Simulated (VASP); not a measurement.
C:

```
C
1.0
     5.85155    0.00000    0.00000
    -2.92578    5.06759    0.00000
     0.00000    0.00000    2.21633
C
12
Direct
  0.85027 0.53883 0.78300
  0.68855 0.53883 0.21700
  0.31145 0.85027 0.21700
  0.68855 0.14973 0.78300
  0.14973 0.68855 0.78300
  0.53883 0.68855 0.21700
  0.46117 0.14973 0.21700
  0.31145 0.46117 0.78300
  0.14973 0.46117 0.21700
  0.53883 0.85027 0.78300
  0.85027 0.31145 0.21700
  0.46117 0.31145 0.78300
```

The cell was built from a structure type or drawn by symmetry, and may not be a known phase.

| Property | Result |
| --- | --- |
| Program | VASP 6.6.1 |
| Task | relaxation of cell and atoms |
| Functional | PBE |
| Potentials or basis | VASP PAW PBE potentials, release 64 (C) |
| Cutoff | 600 eV |
| k mesh | 3 × 3 × 8 |
| Occupations | gaussian, width 0.1 eV |
| Spin | no spin polarisation |

At the start: pressure 135.7 GPa; volume 5.48 Å³/atom.

How do energy, volume and symmetry change on relaxing?

Over 37 steps the energy falls by 2448.1 meV/atom and the volume is 9.25 Å³/atom (+68.8 %); space group P-31m (No. 162, to 0.1 Å) before, P6_3/mcm (No. 193, to 0.1 Å).

Step by step:
```
step  energy change (eV)  largest force (eV/Å)  pressure (GPa)  volume (Å³)
   1              0.0000                7.4227          135.69        65.72
   2            -11.5647                4.3347          -49.90       120.30
   3            -15.4186                5.7389          -31.42        92.80
   4            -21.6002                7.4825          -10.38        95.58
   5            -23.5441                4.2032          -25.47        94.77
   6            -22.5914                9.9603           81.12        81.99
   7            -27.1652                3.4372           11.69        87.88
   8            -23.6202               10.1891           29.51        90.85
   9            -28.2006                0.8933            9.65        88.94
  10            -28.2062                0.6948            9.53        88.86
  11            -28.5526                1.0148            1.77        93.00
  12            -28.5643                1.2414            0.27        93.98
  13            -28.8080                0.7859           -1.15        96.48
  14            -28.8670                0.9611           -1.64        98.20
  15            -29.0930                0.6166           -0.55        99.90
  16            -29.1565                0.8604            0.77       101.28
  17            -29.2633                0.3498            3.08       103.20
  18            -29.2645                0.2622            2.83       103.03
  19            -29.3051                0.3735            1.54       104.83
  20            -29.3085                0.5211            1.13       105.48
  21            -29.3389                0.2375           -0.37       106.98
  22            -29.3429                0.2412           -1.10       107.76
  23            -29.3517                0.1781           -0.52       107.97
  24            -29.3536                0.2546           -0.08       108.13
  25            -29.3611                0.1327            0.79       108.30
  26            -29.3623                0.1454            1.30       108.40
  27            -29.3669                0.0770            0.87       108.87
  28            -29.3674                0.1245            0.68       109.09
  29            -29.3701                0.0724           -0.04       109.62
  30            -29.3704                0.1004           -0.38       109.86
  31            -29.3729                0.0717           -0.41       110.20
  32            -29.3734                0.1120           -0.44       110.48
  33            -29.3751                0.0634            0.06       110.60
  34            -29.3752                0.0685            0.18       110.63
  35            -29.3762                0.0508            0.28       110.76
  36            -29.3762                0.0604            0.29       110.78
  37            -29.3768                0.0270            0.12       110.95
```

Final structure:
```
C
1.0
     7.21345    0.00000    0.00000
    -3.60673    6.24703    0.00000
     0.00000    0.00000    2.46211
C
12
Direct
  0.88449 0.66804 0.75002
  0.78354 0.66804 0.24998
  0.21646 0.88449 0.24998
  0.78354 0.11551 0.75002
  0.11551 0.78354 0.75002
  0.66804 0.78354 0.24998
  0.33196 0.11551 0.24998
  0.21646 0.33196 0.75002
  0.11551 0.33196 0.24998
  0.66804 0.88449 0.75002
  0.88449 0.21646 0.24998
  0.33196 0.21646 0.75002
```

Caveat: the volume moved by over 15 % at a fixed basis, so the end points are rough.
